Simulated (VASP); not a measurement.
A run of VASP 6.6.1 is set up as follows.

The input POSCAR:

```
H
1.0
   -1.6915344700      1.6915344700      2.0584739900
    1.6915344700     -1.6915344700      2.0584739900
    1.6915344700      1.6915344700     -2.0584739900
H
2
Direct
    0.0901377100      0.0901377100      0.0000000000
    0.9098622900      0.9098622900      0.0000000000
```

The input INCAR.step1:

```
PREC = Accurate
ENCUT = 520
EDIFF = 1E-5
ISMEAR = -1
SIGMA = 0.05
LREAL = F
LASPH = T
NELM = 80
ALGO = Normal
ISIF = 2
LWAVE = T
LCHARG = F
NBANDS = 8
GGA = PE
```

INCAR.step2

```
PREC = Accurate
ENCUT = 520
EDIFF = 1E-6
ISMEAR = -1
SIGMA = 0.05
LREAL = F
LASPH = T
NELM = 80
ALGO = Normal
ISIF = 2
LWAVE = F
LCHARG = F
GGA = PE
LHFCALC = T
AEXX = 0.3
HFSCREEN = 0.2
PRECFOCK = Normal
NBANDS = 8
ISTART = 1
```

File KPOINTS:

```
Automatic mesh
0
Gamma
  6 6 6
```

Potentials or basis: VASP PAW PBE potentials, release 64 (H).

Command:

```console
$ cat potpaw_PBE.64/H/POTCAR > POTCAR
$ cp INCAR.step1 INCAR
$ mpirun -np 1 vasp_std > vasp.out
$ cp INCAR.step2 INCAR
$ mpirun -np 1 vasp_std > vasp.out
```

(1) What does it give for the pressure?

(2) Estimate the largest force.

## Answers

(1) 0.3 GPa.

(2) 0.041 eV/Å.

Caveat: this functional lacks dispersion, which holds the molecules together, so the pressure and a relaxed volume are unreliable; the PAW data sets were made with another functional, which shifts forces and pressure a little.
